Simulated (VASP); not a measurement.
Here is a VASP 6.6.1 calculation.

INCAR

```
SYSTEM = Pd
PREC = Accurate
ENCUT = 520
EDIFF = 1E-6
ISMEAR = -1
SIGMA = 0.1
LREAL = .FALSE.
LASPH = .TRUE.
NELM = 80
ALGO = Normal
ISIF = 2
LWAVE = .FALSE.
LCHARG = .FALSE.
GGA = RP
NBANDS = 11
```

File KPOINTS:

```
Automatic mesh
0
G
  16 16 16
  0 0 0
```

File POSCAR:

```
Pd
1.0
   -1.5639261930      1.5639261930      1.5639261930
    1.5639261930     -1.5639261930      1.5639261930
    1.5639261930      1.5639261930     -1.5639261930
Pd
1
Direct
    0.0000000000      0.0000000000      0.0000000000
```

Potentials or basis: VASP PAW PBE potentials, release 64 (Pd).

Run with:

```sh
$ cat potpaw_PBE.64/Pd/POTCAR > POTCAR
$ mpirun -np 1 vasp_std > vasp.out
```

Question: Estimate the pressure.

Answer: 6.2 GPa.

Question: What does it give for the band gap on the k mesh?

Answer: Zero (band 5 reaches 9.86 eV, above the bottom of band 6 at 8.28 eV).

Caveat: the PAW data sets were made with another functional, which shifts forces and pressure a little.
